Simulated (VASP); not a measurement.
Here is a VASP 6.6.1 calculation.

File INCAR:

```
ALGO = Normal
EDIFF = 1E-6
ENCUT = 520
GGA = PE
ISIF = 2
ISMEAR = 0
LASPH = True
LCHARG = False
LREAL = False
LWAVE = False
NBANDS = 9
NELM = 100
PREC = Accurate
SIGMA = 0.15
```

File KPOINTS:

```
k-points
0
Gamma
  15 15 15
```

The input POSCAR:

```
Te
1.0
    2.2544239566      1.3015922782      1.9072426672
   -2.2544239566      1.3015922782      1.9072426672
    0.0000000000     -2.6031845564      1.9072426673
Te
1
Direct
    0.5000000000      0.5000000000      0.5000000000
```

Potentials or basis: VASP PAW PBE potentials, release 64 (Te).

The run is started by

```sh
$ cat potpaw_PBE.64/Te/POTCAR > POTCAR
$ mpirun -np 1 vasp_std > vasp.out
```

Question: What does it give for the band gap on the k mesh?

Answer: Zero (bands 3 and 4 overlap by 5.12 eV).

Question: Estimate the pressure.

Answer: -1.3 GPa.

Stress tensor (GPa, compression positive):
```
-1.20  0.00  0.00
 0.00 -1.20  0.00
 0.00  0.00 -1.50
```

Caveat: spin-orbit coupling is left out, which moves the levels of the heavy elements.
